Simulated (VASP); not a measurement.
Wanted: the native input for a VASP 6.6.1 run.

```yaml
Task: single point
Functional: LDA
Potentials_or_basis: VASP PAW LDA potentials, release 64 (Br)
Cutoff: 500 eV
k_mesh: 13 × 13 × 13
Occupations: fermi-dirac, width 0.025 eV
Spin: no spin polarisation
Dipole_correction: no
Further_INCAR_settings: ALGO = Normal; EDIFF = 1e-06; NBANDS = 10
```

The structure of Br lies in POSCAR:

```
Br
1.0
   -1.4234917050      1.4234917050      3.5775173700
    1.4234917050     -1.4234917050      3.5775173700
    1.4234917050      1.4234917050     -3.5775173700
Br
1
Direct
    0.0000000000      0.0000000000      0.0000000000
```

One way to write it, as run:

INCAR

```
PREC = Accurate
ENCUT = 500
EDIFF = 1E-6
ISMEAR = -1
SIGMA = 0.025
LREAL = F
LASPH = T
NELM = 120
ALGO = Normal
ISIF = 2
LWAVE = F
LCHARG = F
NBANDS = 10
GGA_COMPAT = F
```

KPOINTS

```
Automatic mesh
0
Gamma
  13 13 13
```

Potentials or basis: VASP PAW LDA potentials, release 64 (Br).

The run is started by

```sh
$ cat potpaw_LDA.64/Br/POTCAR > POTCAR
$ mpirun -np 1 vasp_std > vasp.out
```

It gave:

```yaml
Pressure: -2.5 GPa
Band_gap_on_the_k_mesh: zero (an odd number of electrons rules out a gap without spin polarisation)
```

Caveat: an odd number of electrons without spin polarisation forces a metal; a magnetic or distorted state may lie lower.

Run time: 34 s on 1 thread of Intel(R) Xeon(R) Platinum 8488C (Sapphire Rapids), on a shared host, peak memory 0.18 GiB.
